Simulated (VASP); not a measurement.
Runs of VASP 6.6.1 on Sn3S. The structure is that of space group Pm-3m (No. 221), or close to it. The cells are those of the table. 

```csv
task,cell,k mesh,cutoff (eV),gap on the mesh (eV),pressure (GPa)
single point,"a = 4.679 Å, 4 atoms",10 × 10 × 10,520,none,-0.1
relaxation of cell and atoms,"relaxed from a = 4.679 Å, 4 atoms",10 × 10 × 10,600,none,0.0
single point,"a = 4.579 Å, 4 atoms",4 × 4 × 4,520,none,(a)
relaxation of cell and atoms,"relaxed from a = 4.579 Å, 4 atoms",10 × 10 × 10,600,none,0.0
```

Alike in all rows: level PBE; potentials or basis VASP PAW PBE potentials, release 64 (Sn_d, S); no spin polarisation; smearing gaussian 0.1 eV.

Question: Fill in the values left out.

Answer: (a) 3.4.

Caveats: spin-orbit coupling is left out, which moves the levels of the heavy elements; the relaxation stopped at its first step, so nothing moved (at least some runs); the cell stands under pressure (at least some runs).

A k mesh can miss the band edges, and the runs leave out spin-orbit coupling on Sn.

A gap of «none» marks levels without a gap at the run's occupations.
